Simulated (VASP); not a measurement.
A run of VASP 6.6.1 is set up as follows.

Contents of INCAR:

```
SYSTEM = LiAgAs
PREC = Accurate ; ENCUT = 520
EDIFF = 1E-7 ; ISMEAR = 0
SIGMA = 0.1 ; LREAL = .FALSE.
LASPH = .TRUE. ; NELM = 80
ALGO = Normal ; ISIF = 2
LWAVE = .FALSE. ; LCHARG = .TRUE.
GGA = PE ; LELF = .TRUE.
LVHAR = .TRUE. ; NBANDS = 28
```

KPOINTS

```
regular mesh
0
G
  4 4 4
  0 0 0
```

Contents of POSCAR:

```
LiAgAs
1.0
    3.7615007057      0.0000000000      0.0000000000
    0.0000000000      3.7615007057      0.0000000000
    0.0000000000      0.0000000000      7.7287821313
Li Ag As
2 2 2
Direct
    0.5000000000      0.0000000000      0.2447004179
    0.0000000000      0.5000000000      0.7552995821
    0.5000000000      0.0000000000      0.5779734303
    0.0000000000      0.5000000000      0.4220265697
    0.0000000000      0.0000000000      0.0000000000
    0.5000000000      0.5000000000      0.0000000000
```

Potentials or basis: VASP PAW PBE potentials, release 64 (Li_sv, Ag, As).

The run is started by

```sh
$ cat potpaw_PBE.64/Li_sv/POTCAR potpaw_PBE.64/Ag/POTCAR potpaw_PBE.64/As/POTCAR > POTCAR
$ mpirun -np 1 vasp_std > vasp.out
```

Q: Predict the band gap on the k mesh.

A: Zero (bands 19 and 20 overlap by 2.55 eV).

Q: Predict the largest force.

A: 0.005 eV/Å.

Forces in eV/Å, atoms in the order of the input:
```
Li   0.000  0.000  0.000
Li   0.000  0.000  0.000
Ag   0.000  0.000 -0.005
Ag   0.000  0.000  0.005
As   0.000  0.000  0.000
As   0.000  0.000  0.000
```

Caveat: the k points lie up to 0.42 Å⁻¹ apart, too coarse for converged energies and pressures of a metal.
